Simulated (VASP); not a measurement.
Wanted: the native input for a VASP 6.6.1 run.

| Quantity | Value |
| --- | --- |
| Task | single point |
| Functional | PBE |
| Potentials or basis | VASP PAW PBE potentials, release 64 (Hg, Te) |
| Cutoff | 520 eV |
| k mesh | 6 × 6 × 4 |
| Occupations | fermi-dirac, width 0.02 eV |
| Spin | no spin polarisation |
| Dipole correction | no |
| Further INCAR settings | ALGO = Normal; EDIFF = 1e-06; NBANDS = 26 |

The structure of HgTe lies in POSCAR:

```
HgTe
1.0
    4.2336391942      0.0000000000      0.0000000000
   -2.1168195971      3.6664390926      0.0000000000
    0.0000000000      0.0000000000      7.3965767621
Hg Te
2 2
Direct
    0.0000000000      0.0000000000      0.0000000000
    0.0000000000      0.0000000000      0.5000000000
    0.3333333333      0.6666666667      0.2500000000
    0.6666666667      0.3333333333      0.7500000000
```

The input as run:

INCAR

```
SYSTEM = HgTe
ALGO = Normal ; EDIFF = 1E-6
ENCUT = 520 ; GGA = PE
ISIF = 2 ; ISMEAR = -1
LASPH = .True. ; LCHARG = .False.
LREAL = .False. ; LWAVE = .False.
NBANDS = 26 ; NELM = 100
PREC = Accurate ; SIGMA = 0.02
```

KPOINTS

```
k-points
0
Gamma
  6 6 4
  0 0 0
```

Potentials or basis: VASP PAW PBE potentials, release 64 (Hg, Te).

The run is started by

```bash
$ cat potpaw_PBE.64/Hg/POTCAR potpaw_PBE.64/Te/POTCAR > POTCAR
$ mpirun -np 1 vasp_std > vasp.out
```

It gave:

* Pressure: 1.2 GPa
* Band gap on the k mesh: zero (band 18 reaches 4.66 eV, above the bottom of band 19 at 2.34 eV)

Caveat: spin-orbit coupling is left out, which moves the levels of the heavy elements.

Wall time 41 s on 1 thread of Intel(R) Xeon(R) Platinum 8488C (Sapphire Rapids), on a shared host, peak memory 0.26 GiB.
